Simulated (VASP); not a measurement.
# Fe (P6_3/mmc) in VASP: a series of runs

Fe is run at these levels: PBEsol+D4, PBE; tasks: single point.

Program: VASP 6.6.1. These are calculated values, not measurements. Logs are shortened: lines on timing, memory, paths and dates and some standing lists are left out, and cuts for length are marked.

## 1. The cell of the first run

Symmetry: P6_3/mmc, No. 194, hexagonal system. The conventional cell has a = 2.418 Å, b = 2.418 Å, c = 3.832 Å, α = 90.00°, β = 90.00°, γ = 120.00°. Fe (site symmetry -6m2) has 12 Fe at 2.37 to 2.42 Å within 3.1 Å.

This isn't the form of Fe at room conditions, which is bcc.

## 2. Single point, PBEsol+D4, collinear spin, ferromagnetic start

File INCAR:

```
PREC = Accurate
ENCUT = 600
EDIFF = 1E-6
ISMEAR = -1
SIGMA = 0.05
LREAL = False
LASPH = True
NELM = 200
ALGO = Normal
ISIF = 2
LWAVE = False
LCHARG = False
ISPIN = 2
MAGMOM = 3 3
LORBIT = 11
LMAXMIX = 4
GGA = PS
IVDW = 13
NBANDS = 19
GGA_COMPAT = False
```

File KPOINTS:

```
Automatic mesh
0
Gamma
  12 12 7
```

File POSCAR:

```
Fe
1.0
    2.4184649996      0.0000000000      0.0000000000
   -1.2092324998      2.0944521278      0.0000000000
    0.0000000000      0.0000000000      3.8319851128
Fe
2
Direct
    0.6666666667      0.3333333333      0.7500000000
    0.3333333333      0.6666666667      0.2500000000
```

Potentials or basis: VASP PAW PBE potentials, release 64 (Fe).

Started as:

```sh
$ cat potpaw_PBE.64/Fe/POTCAR > POTCAR
$ mpirun -np 1 vasp_std > vasp.out
```

OUTCAR:

```text
PREC = Accurate
   ENCUT = 600
   EDIFF = 1E-6
   ISMEAR = -1
   LREAL = False
   LASPH = True
   NELM = 200
   ISIF = 2
   ISPIN = 2
   LORBIT = 11
   GGA = PS
   IVDW = 13

 ion  position               nearest neighbor table
   1  0.667  0.333  0.750-   2 2.37   2 2.37   2 2.37   2 2.37   2 2.37   2 2.37
   2  0.333  0.667  0.250-   1 2.37   1 2.37   1 2.37   1 2.37   1 2.37   1 2.37

  LATTYP: Found a hexagonal cell.
 ALAT       =     2.4184649996
 C/A-ratio  =     1.5844699483

  Lattice vectors:

 A1 = (   2.4184649996,   0.0000000000,   0.0000000000)
 A2 = (  -1.2092324998,   2.0944521278,   0.0000000000)
 A3 = (   0.0000000000,   0.0000000000,   3.8319851128)

Analysis of symmetry for initial positions (statically):
=====================================================================
 Subroutine PRICEL returns:
 Original cell was already a primitive cell.

 Routine SETGRP: Setting up the symmetry group for a
 hexagonal supercell.

 Subroutine GETGRP returns: Found 24 space group operations
 (whereof 12 operations were pure point group operations)
 out of a pool of 24 trial point group operations.

The static configuration has the point symmetry D_3d.
 The point group associated with its full space group is D_6h.

Analysis of symmetry for dynamics (positions and initial velocities):
=====================================================================
 Subroutine PRICEL returns:
 Original cell was already a primitive cell.

 Routine SETGRP: Setting up the symmetry group for a
 hexagonal supercell.

 Subroutine GETGRP returns: Found 24 space group operations
 (whereof 12 operations were pure point group operations)
 out of a pool of 24 trial point group operations.

The dynamic configuration has the point symmetry D_3d.
 The point group associated with its full space group is D_6h.

Analysis of structural, dynamic, and magnetic symmetry:
=====================================================================
 Subroutine PRICEL returns:
 Original cell was already a primitive cell.

 Routine SETGRP: Setting up the symmetry group for a
 hexagonal supercell.

 Subroutine GETGRP returns: Found 24 space group operations
 (whereof 12 operations were pure point group operations)
 out of a pool of 24 trial point group operations.

The overall configuration has the point symmetry D_3d.
 The point group associated with its full space group is D_6h.

 Subroutine INISYM returns: Found 24 space group operations
 (whereof 12 operations are pure point group operations),
 and found     1 'primitive' translations

----------------------------------------------------------------------------------------

                                     Primitive cell

  volume of cell :      19.4104

  direct lattice vectors                    reciprocal lattice vectors
     2.418465000  0.000000000  0.000000000     0.413485413  0.238725915  0.000000000
    -1.209232500  2.094452128  0.000000000     0.000000000  0.477451829  0.000000000
     0.000000000  0.000000000  3.831985113     0.000000000  0.000000000  0.260961348

  length of vectors
     2.418465000  2.418465000  3.831985113     0.477451829  0.477451829  0.260961348

  position of ions in fractional coordinates (direct lattice)
     0.666666667  0.333333333  0.750000000
     0.333333333  0.666666667  0.250000000

  ion indices of the primitive-cell ions
   primitive index   ion index
                 1           1
                 2           2

----------------------------------------------------------------------------------------

 KPOINTS: Automatic mesh

Automatic generation of k-mesh.
 Grid dimensions read from file:
 generate k-points for:   12   12    7

 Generating k-lattice:

  Cartesian coordinates                     Fractional coordinates (reciprocal lattice)
     0.034457118  0.019893826  0.000000000     0.083333333  0.000000000  0.000000000
     0.000000000  0.039787652  0.000000000     0.000000000  0.083333333  0.000000000
     0.000000000  0.000000000  0.037280193     0.000000000  0.000000000  0.142857143

  Length of vectors
     0.039787652  0.039787652  0.037280193

  Shift w.r.t. Gamma in fractional coordinates (k-lattice)
     0.000000000  0.000000000  0.000000000

 Subroutine IBZKPT returns following result:
 ===========================================

 Found     76 irreducible k-points:

 Following reciprocal coordinates:
            Coordinates               Weight
  0.000000  0.000000  0.000000      1.000000
  0.083333  0.000000  0.000000      6.000000
  0.166667  0.000000  0.000000      6.000000
  0.250000  0.000000  0.000000      6.000000
  0.333333  0.000000  0.000000      6.000000
  0.416667 -0.000000  0.000000      6.000000
[... 16 lines left out ...]
  0.250000  0.000000  0.142857     12.000000
  0.333333  0.000000  0.142857     12.000000
 [... further k-points ...]
   k-points           NKPTS =     76   k-points in BZ     NKDIM =     76   number of bands    NBANDS=     19
   number of dos      NEDOS =    301   number of ions     NIONS =      2
   total plane-waves  NPLWV =  12800
   dimension x,y,z NGX =    20 NGY =   20 NGZ =   32
   dimension x,y,z NGXF=    40 NGYF=   40 NGZF=   64
   ions per type =               2
   NGX,Y,Z   is equivalent  to a cutoff of  13.75, 13.75, 13.88 a.u.
   NGXF,Y,Z  is equivalent  to a cutoff of  27.50, 27.50, 27.77 a.u.
 SYSTEM =  unknown system
   PREC   = accura    normal or accurate (medium, high low for compatibility)
   ISTART =      0    job   : 0-new  1-cont  2-samecut
   ICHARG =      2    charge: 1-file 2-atom 10-const
   ISPIN  =      2    spin polarized calculation?
   LNONCOLLINEAR =      F non collinear calculations
   LSORBIT =      F    spin-orbit coupling
   LASPH  =      T    aspherical Exc in radial PAW
   ENCUT  =  600.0 eV  44.10 Ry    6.64 a.u.   4.83  4.83  7.65*2*pi/ulx,y,z
   NELM   =    200;   NELMIN=  2; NELMDL= -5     # of ELM steps
   EDIFF  = 0.1E-05   stopping-criterion for ELM
   LREAL  =      F    real-space projection
   EDIFFG = 0.1E-04   stopping-criterion for IOM
   NSW    =      0    number of steps for IOM
   IBRION =     -1    ionic relax: 0-MD 1-quasi-New 2-CG
   NFREE  =      0    steps in history (QN), initial steepest desc. (CG)
   ISIF   =      2    stress and relaxation
   ISYM   =      2    0-nonsym 1-usesym 2-fastsym
   POTIM  = 0.5000    time-step for ionic-motion
   TEBEG  =    0.0;   TEEND  =   0.0 temperature during run
   PSTRESS=    0.0 pullay stress
   NELECT =      16.0000    total number of electrons
   NUPDOWN=      -1.0000    fix difference up-down
   EMIN   =  10.00;   EMAX   =-10.00  energy-range for DOS
   EFERMI =   0.00;   METHOD = LEGACY
   ISMEAR =    -1;   SIGMA  =   0.05  broadening in eV -4-tet -1-fermi 0-gaus
   EFERMI_NEDOS =   21; number of points for ismear=-14 and -15
   IALGO  =     38    algorithm
   IMIX   =      4    mixing-type and parameters
     AMIX     =   0.40;   BMIX     =  1.00
     AMIX_MAG =   1.60;   BMIX_MAG =  1.00
  volume/ion in A,a.u.               =       9.71        65.49
  Fermi-wavevector in a.u.,A,eV,Ry     =   1.534983  2.900697 32.057663  2.356172
  Thomas-Fermi vector in A             =   2.641835
   LORBIT       =     11    0 simple, 1 ext, 2 COOP (PROOUT), +10 PAW based schemes
   GGA     = PS    functional components
   LHFCALC =     F    Hartree Fock is set to
   AEXX    =    0.0000 exact exchange contribution
   IVDW    =    13    specifies the selected vdW correction
   LEPSILON=     F    determine dielectric tensor
   LRPA    =     F    only Hartree local field effects (RPA)
 spin polarized calculation
  energy-cutoff  :      600.00
  volume of cell :       19.41
 maximum number of plane-waves:       664
 NGX is ok and might be reduce to    20
   NGX =  9   NGY =  9   NGZ = 15

 number of electron      15.9999995 magnetization       0.0281293

 number of electron      15.9999995 magnetization      -0.0001461

 Free energy of the ion-electron system (eV)
  ---------------------------------------------------
  ext. energy  EPLUGINS =         0.00000000
  ---------------------------------------------------
  free energy    TOTEN  =       -17.88139135 eV

  energy without entropy =      -17.86244671  energy(sigma->0) =      -17.87191903

 E-fermi :   7.3370     XC(G=0): -14.2397

 val. band max:        7.3326870956   @ k =   0.3333   0.2500   0.2857
 cond. band min:       7.3622570872   @ k =   0.4167   0.0833   0.4286
 fundamental gap:      0.0295699916
 Fermi energy:         7.3369511217

 spin component 1

 k-point     1 :       0.0000    0.0000    0.0000
  band No.  band energies     occupation
      1      -1.9352      1.00000
      2       2.0513      1.00000
      3       5.5318      1.00000
      4       5.5318      1.00000
      5       5.6557      1.00000
      6       6.0334      1.00000
[... 11 lines left out ...]
     18      34.3943      0.00000
     19      35.2839      0.00000
[... 485 lines left out ...]
 k-point    24 :       0.3333    0.0000    0.1429
  band No.  band energies     occupation
      1       1.5189      1.00000
      2       2.9746      1.00000
      3       3.4687      1.00000
      4       4.4412      1.00000
      5       5.5685      1.00000
      6       5.6028      1.00000
[... 11 lines left out ...]
     18      31.7664      0.00000
     19      33.5789      0.00000

 [... further k-points ...]

 spin component 2

 k-point     1 :       0.0000    0.0000    0.0000
  band No.  band energies     occupation
      1      -1.9353      1.00000
      2       2.0509      1.00000
      3       5.5315      1.00000
      4       5.5315      1.00000
      5       5.6552      1.00000
      6       6.0330      1.00000
[... 11 lines left out ...]
     18      34.3942      0.00000
     19      35.2837      0.00000
[... 485 lines left out ...]
 k-point    24 :       0.3333    0.0000    0.1429
  band No.  band energies     occupation
      1       1.5188      1.00000
      2       2.9743      1.00000
      3       3.4687      1.00000
      4       4.4409      1.00000
      5       5.5685      1.00000
      6       5.6024      1.00000
[... 11 lines left out ...]
     18      31.7661      0.00000
     19      33.5788      0.00000

 [... further k-points ...]

------------------------ aborting loop because EDIFF is reached ----------------------------------------

  DFT-D4 for vdW energy calculation

  Edisp (eV):   -0.46986

  FORCE on cell =-STRESS in cart. coord.  units (eV):
  Direction    XX          YY          ZZ          XY          YZ          ZX
  --------------------------------------------------------------------------------------
  -------------------------------------------------------------------------------------
  Total      -0.05978    -0.05978    -0.06236     0.00000     0.00000     0.00000
  in kB      -4.93466    -4.93466    -5.14701     0.00000     0.00000     0.00000
  external pressure =       -5.01 kB  Pullay stress =        0.00 kB

 VOLUME and BASIS-vectors are now :
 -----------------------------------------------------------------------------
  energy-cutoff  :      600.00
  volume of cell :       19.41
      direct lattice vectors                 reciprocal lattice vectors
     2.418465000  0.000000000  0.000000000     0.413485413  0.238725915  0.000000000
    -1.209232500  2.094452128  0.000000000     0.000000000  0.477451829  0.000000000
     0.000000000  0.000000000  3.831985113     0.000000000  0.000000000  0.260961348

 POSITION                                       TOTAL-FORCE (eV/Angst)
 -----------------------------------------------------------------------------------
      1.20923      0.69815      2.87399         0.000000     -0.000000      0.000000
     -0.00000      1.39630      0.95800        -0.000000      0.000000      0.000000
 -----------------------------------------------------------------------------------
    total drift:                                0.000000     -0.000000     -0.000000

  FREE ENERGIE OF THE ION-ELECTRON SYSTEM (eV)
  ---------------------------------------------------
  free  energy   TOTEN  =       -18.3512562003 eV

  energy  without entropy=      -18.3323115602  energy(sigma->0) =      -18.34178388

 total charge

# of ion       s       p       d       tot
------------------------------------------
    1        0.564   0.692   6.392   7.648
    2        0.564   0.692   6.392   7.648
--------------------------------------------------
tot          1.127   1.384  12.785  15.296

 magnetization (x)

# of ion       s       p       d       tot
------------------------------------------
    1        0.000  -0.000  -0.000  -0.000
    2        0.000  -0.000  -0.000  -0.000
--------------------------------------------------
tot          0.000  -0.000  -0.000  -0.000
```

Wall time 1.8 min (1 thread of Intel Xeon 8259CL, shared host); peak memory 0.18 GiB.

Results:

| Quantity | Value |
| --- | --- |
| Free energy | -18.3513 eV |
| Pressure | -0.5 GPa |
| Band gap on the k mesh | zero (filled and empty bands overlap) |
| Net moment | 0.00 μB per cell |
| Valence electrons inside the program's atomic spheres | Fe 7.65 |
| Dispersion energy per atom | -0.235 eV |

Levels at points of the mesh, in eV from the Fermi level:
Spin up:
```tsv
k point	band 6	band 7	band 8	band 9	band 10	band 11
(0.00, 0.00, 0.00)	-1.30	-1.30	-0.92	-0.92	0.47	0.75
(0.50, 0.00, 0.00)	-1.67	-1.18	0.87	1.11	1.14	2.82
```
Spin down:
```
           k point  band 5  band 6  band 7  band 8  band 9  band 10  band 11  band 12
(0.00, 0.00, 0.00)   -1.68   -1.30   -1.30   -0.92   -0.92     0.47     0.75     0.75
(0.50, 0.00, 0.00)   -2.12   -1.67   -1.18    0.87    1.11     1.14     2.82     5.08
```

Caveat: the PAW data sets were made with another functional, which shifts forces and pressure a little.

## 3. Single point, PBE, collinear spin, ferromagnetic start

This run uses another cell than the first one, of 9.86 Å³/atom.

INCAR: that of step 2 with these lines changed.

```diff
@@ -3,4 +3,4 @@
 EDIFF = 1E-6
-ISMEAR = -1
-SIGMA = 0.05
+ISMEAR = 0
+SIGMA = 0.02
 LREAL = False
@@ -16,4 +16,3 @@
 LMAXMIX = 4
-GGA = PS
-IVDW = 13
+GGA = PE
 NBANDS = 19
```

File KPOINTS:

```
regular mesh
0
Gamma
  12 12 7
```

File POSCAR:

```
Fe
1.0
    2.4341575853      0.0000000000      0.0000000000
   -1.2170787927      2.1080423057      0.0000000000
    0.0000000000      0.0000000000      3.8419344700
Fe
2
Direct
    0.6666666667      0.3333333333      0.7500000000
    0.3333333333      0.6666666667      0.2500000000
```

Potentials or basis: VASP PAW PBE potentials, release 64 (Fe).

Started as:

```sh
$ cat potpaw_PBE.64/Fe/POTCAR > POTCAR
$ mpirun -np 1 vasp_std > vasp.out
```

Wall time 4.3 min (1 thread of Intel Xeon 8259CL, shared host); peak memory 0.18 GiB.

Results (log left out):

- Free energy: -16.2905 eV
- Pressure: 9.6 GPa
- Band gap on the k mesh: zero (filled and empty bands overlap)
- Net moment: 0.04 μB per cell
- Valence electrons inside the program's atomic spheres: Fe 7.60

Stress tensor (GPa, compression positive):
```
 8.81  0.00  0.00
 0.00  8.81  0.00
 0.00  0.00 11.20
```

Levels at points of the mesh, in eV from the Fermi level:
Spin up:
| k point | band 4 | band 5 | band 6 | band 7 | band 8 | band 9 | band 10 | band 11 | band 12 | band 13 |
| --- | --- | --- | --- | --- | --- | --- | --- | --- | --- | --- |
| (0.00, 0.00, 0.00) | -1.79 | -1.63 | -1.29 | -1.29 | -0.94 | -0.94 | 0.53 | 0.69 | 0.69 | 9.09 |
| (0.50, 0.00, 0.00) | -2.17 | -2.11 | -1.63 | -1.15 | 0.80 | 1.04 | 1.08 | 2.74 | 4.97 | 11.56 |
Spin down:
| k point | band 4 | band 5 | band 6 | band 7 | band 8 | band 9 | band 10 | band 11 | band 12 | band 13 |
| --- | --- | --- | --- | --- | --- | --- | --- | --- | --- | --- |
| (0.00, 0.00, 0.00) | -1.77 | -1.62 | -1.27 | -1.27 | -0.92 | -0.92 | 0.53 | 0.72 | 0.72 | 9.10 |
| (0.50, 0.00, 0.00) | -2.16 | -2.09 | -1.61 | -1.14 | 0.82 | 1.06 | 1.11 | 2.75 | 4.98 | 11.56 |

Caveat: the cell stands under pressure.
